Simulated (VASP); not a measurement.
Runs of VASP 6.6.1 on TaN. The structure is that of space group Fm-3m (No. 225), or close to it. The cells are those of the table. 

| level | potentials or basis | spin | cell | k mesh | cutoff (eV) | grid for exact exchange (PRECFOCK) | share of exact exchange | screening parameter | gap on the mesh (eV) | pressure (GPa) |
| --- | --- | --- | --- | --- | --- | --- | --- | --- | --- | --- |
| BLYP+D3(BJ) | VASP PAW PBE potentials, release 64 (Ta_sv_GW, N) | off | a = 3.127 Å, angles 60.0°, 2 atoms | 10 × 10 × 10 | 700 | - | - | - | none | -6.0 |
| LDA | VASP PAW LDA potentials, release 64 (Ta_sv_GW, N) | off | a = 3.063 Å, angles 60.0°, 2 atoms | 10 × 10 × 10 | 700 | - | - | - | none | (b) |
| PBEsol | VASP PAW PBE potentials, release 64 (Ta_sv_GW, N) | non-collinear, zero start, SOC | a = 3.127 Å, angles 60.0°, 2 atoms | 7 × 7 × 7 | 700 | - | - | - | - | -10.5 |
| RPBE+D3(BJ) | VASP PAW PBE potentials, release 64 (Ta_sv_GW, N) | off | a = 3.010 Å, angles 60.0°, 2 atoms | 10 × 10 × 10 | 700 | - | - | - | none | (a) |
| BLYP+D3(BJ) | VASP PAW PBE potentials, release 64 (Ta_sv_GW, N) | off | a = 3.148 Å, angles 60.0°, 2 atoms | 10 × 10 × 10 | 700 | - | - | - | none | -12.0 |
| HSE06 | VASP PAW PBE potentials, release 64 (Ta_pv, N) | off | a = 3.189 Å, angles 60.0°, 2 atoms | 6 × 6 × 6 | 520 | Normal | 0.25 | 0.2079 1/Å | none | -26.2 |
| PBEsol | VASP PAW PBE potentials, release 64 (Ta_sv_GW, N) | off | a = 3.067 Å, angles 60.0°, 2 atoms | 10 × 10 × 10 | 700 | - | - | - | none | 10.1 |

Alike in all rows: smearing fermi-dirac 0.05 eV.

Question: Fill in the values left out.

Answer: (a) 0.4; (b) 5.3.

Caveats: some runs use coarse meshes; the PAW data sets were made with another functional, which shifts forces and pressure a little (at least some runs); spin-orbit coupling is left out, which moves the levels of the heavy elements (at least some runs); the cell stands under tension (at least some runs); the dispersion term is far too large for a dense solid, which distorts pressure and volume (at least some runs); the cell stands under pressure (at least some runs).

A k mesh can miss the band edges, and rows without SOC leave out spin-orbit coupling on Ta.

A gap of «none» marks levels without a gap at the run's occupations.

The runs don't all hold the same shells in valence.
